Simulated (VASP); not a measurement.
Runs of VASP 6.6.1 on Mn. The structure is that of space group P6_3/mmc (No. 194), or close to it. The cells are those of the table. 

```csv
spin,cell,k mesh,smearing,gap on the mesh (eV),pressure (GPa),moment (μB)
"collinear, antiferromagnetic start","a = 2.431, b = 2.431, c = 3.946 Å, angles 90.0, 90.0, 120.0°, 2 atoms",16 × 16 × 9,fermi-dirac 0.05 eV,none,23.2,0.00
off,"a = 2.462, b = 2.462, c = 3.979 Å, angles 90.0, 90.0, 120.0°, 2 atoms",16 × 16 × 9,fermi-dirac 0.1 eV,none,12.0,-
off,"a = 2.528, b = 2.528, c = 4.087 Å, angles 90.0, 90.0, 120.0°, 2 atoms",16 × 16 × 9,fermi-dirac 0.1 eV,none,-9.5,-
"collinear, antiferromagnetic start","a = 2.499, b = 2.499, c = 4.057 Å, angles 90.0, 90.0, 120.0°, 2 atoms",14 × 14 × 8,fermi-dirac 0.05 eV,none,(b),0.00
off,"a = 2.427, b = 2.427, c = 3.923 Å, angles 90.0, 90.0, 120.0°, 2 atoms",16 × 16 × 9,fermi-dirac 0.1 eV,none,(a),-
```

Alike in all rows: task single point; level revPBE; potentials or basis VASP PAW PBE potentials, release 64 (Mn_pv); cutoff (eV) 520.

**Question.** Fill in the values left out.

**Answer.** (a) 26.8; (b) 0.3.

Caveats: the PAW data sets were made with another functional, which shifts forces and pressure a little.

A gap of «none» marks levels without a gap at the run's occupations.
